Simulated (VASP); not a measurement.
C, 4 atoms in the cell. Symmetry: P6_3/mmc, No. 194, hexagonal system. The conventional cell has a = 2.355 Å, b = 2.355 Å, c = 6.305 Å, α = 90.00°, β = 90.00°, γ = 120.00°. C (site symmetry -6m2) has 3 C at 1.36 Å within 1.8 Å. Within 1.8 Å of C (site symmetry -6m2) lie 3 C at 1.36 Å.  This cell differs from its parent crystal: volume 7.574 Å^3 an atom, c/a of the conventional cell 2.6770.

```yaml
Program: VASP 6.6.1
Task: single point
Functional: PBEsol
Dispersion: D3(BJ)
Potentials_or_basis: VASP PAW PBE potentials, release 64 (C)
Cutoff: 520 eV
k_mesh: 21 × 21 × 8
Occupations: gaussian, width 0.15 eV
Spin: no spin polarisation
Dipole_correction: no
Further_INCAR_settings: ALGO = Normal; EDIFF = 1e-07; NBANDS = 16
```

Potentials or basis: VASP PAW PBE potentials, release 64 (C).

Launch:

```sh
$ cat potpaw_PBE.64/C/POTCAR > POTCAR
$ mpirun -np 1 vasp_std > vasp.out
```

Hardware: 1 thread of Intel(R) Xeon(R) 6975P-C (Granite Rapids) (shared host).

Problem. Estimate the wall time of this run.

Solution. It took 46 s on 1 thread of Intel(R) Xeon(R) 6975P-C (Granite Rapids) (shared host), peak memory 0.21 GiB. Counts: scf iterations 15, k points 240.
